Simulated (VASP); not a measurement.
Wanted: the native input for a VASP 6.6.1 run.

```yaml
Task: electric field gradients
Functional: PBE
Potentials_or_basis: VASP PAW PBE potentials, release 64 (Yb, N)
Cutoff: 520 eV
k_mesh: 11 × 11 × 11
Occupations: fermi-dirac, width 0.08 eV
Spin: no spin polarisation
Dipole_correction: no
Further_INCAR_settings: ALGO = Normal; EDIFF = 1e-08; NBANDS = 22
```

The structure of YbN (zincblende type) lies in POSCAR:

```
YbN
1.0
    0.0000000000      2.6406531849      2.6406531849
    2.6406531849      0.0000000000      2.6406531849
    2.6406531849      2.6406531849      0.0000000000
Yb N
1 1
Direct
    0.0000000000      0.0000000000      0.0000000000
    0.2500000000      0.2500000000      0.2500000000
```

These files were run (other wordings do the same):

INCAR

```
SYSTEM = YbN
  PREC = Accurate
  ENCUT = 520
  EDIFF = 1E-8
  ISMEAR = -1
  SIGMA = 0.08
  LREAL = .FALSE.
  LASPH = .TRUE.
  NELM = 100
  ALGO = Normal
  ISIF = 2
  LWAVE = .FALSE.
  LCHARG = .FALSE.
  GGA = PE
  LEFG = .TRUE.
  NBANDS = 22
```

KPOINTS

```
Automatic mesh
0
G
  11 11 11
  0 0 0
```

Potentials or basis: VASP PAW PBE potentials, release 64 (Yb, N).

Command:

```bash
$ cat potpaw_PBE.64/Yb/POTCAR potpaw_PBE.64/N/POTCAR > POTCAR
$ mpirun -np 1 vasp_std > vasp.out
```

Results of the run:

```yaml
Pressure: -4.7 GPa
Band_gap_on_the_k_mesh: zero (an odd number of electrons rules out a gap without spin polarisation)
Largest_electric_field_gradient_by_atom: under 0.05 V/Å² on every atom
```

Caveat: the cell stands under tension; spin-orbit coupling is left out, which moves the levels of the heavy elements; an odd number of electrons without spin polarisation forces a metal; a magnetic or distorted state may lie lower.

Wall time 2 min on 1 thread of Intel(R) Xeon(R) Platinum 8488C (Sapphire Rapids) (shared host), peak memory 0.2 GiB.
